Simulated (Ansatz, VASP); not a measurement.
## Two plane-wave programs on AlGa2As3

```xyz
6
Lattice="4.0125 0.0000 0.0000 0.0000 4.0125 0.0000 0.0000 0.0000 7.5088" Properties=species:S:1:pos:R:3 pbc="T T T"
Al    0.0000    0.0000    3.7544
Ga    2.0063    0.0000    0.0000
Ga    0.0000    2.0063    0.0000
As    0.0000    0.0000    1.7202
As    0.0000    0.0000    5.7886
As    2.0063    2.0063    0.0000
```

Alike in both runs: task single point; functional PBE; k mesh 4 × 4 × 2; occupations gaussian, width 0.1 eV; no spin polarisation.

```csv
,VASP,Ansatz
version,VASP 6.6.1,Ansatz 0.2.0
potentials or method,"VASP PAW PBE potentials, release 64 (Al, Ga_d, As), cutoff 520 eV","scalar-relativistic, plane waves, PAW"
valence electrons in the cell,44,74
```

Ansatz gave:

```
gap on the k mesh at the Fermi level (eV) : none
rms of the force components (eV/Å)        : 1.094
```

**Question.** Which values does VASP return?

**Answer.** gap on the k mesh at the Fermi level (eV): none; rms of the force components (eV/Å): 1.104.

Atom by atom the forces differ by 0.010 eV/Å (rms over components). A gap of «none» marks a metal or a gap that the smearing closes. VASP's potentials hold 44 valence electrons a cell and Ansatz's 74, so a difference there can come from the potentials and not from the codes.

The k mesh is coarse, so the values compare programs but aren't converged.
